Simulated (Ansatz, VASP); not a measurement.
# Pt: VASP beside Ansatz

```xyz
1
Lattice="0.0000 1.9474 1.9474 1.9474 0.0000 1.9474 1.9474 1.9474 0.0000" Properties=species:S:1:pos:R:3 pbc="T T T"
Pt    0.0000    0.0000    0.0000
```

Alike in both runs: task single point; functional LDA; k mesh 14 × 14 × 14; occupations fermi-dirac, width 1 eV; no spin polarisation.

```csv
,VASP,Ansatz
version,VASP 6.6.1,Ansatz 0.2.0
potentials or method,"VASP PAW LDA potentials, release 64 (Pt), cutoff 520 eV","plane waves (420 eV) with PAW, scalar-relativistic"
valence electrons in the cell,10,18
```

```tsv
	VASP	Ansatz	Ansatz less VASP
pressure (GPa)	16.6	15.9	-0.72
```

Ansatz warns that its potentials were made for another functional, while VASP's fit it. LDA's correlation is that of Perdew and Zunger in VASP and of Perdew and Wang (1992) in Ansatz. VASP's potentials hold 10 valence electrons a cell and Ansatz's 18, so a difference there can come from the potentials and not from the codes.

Neither program's run includes spin-orbit coupling.
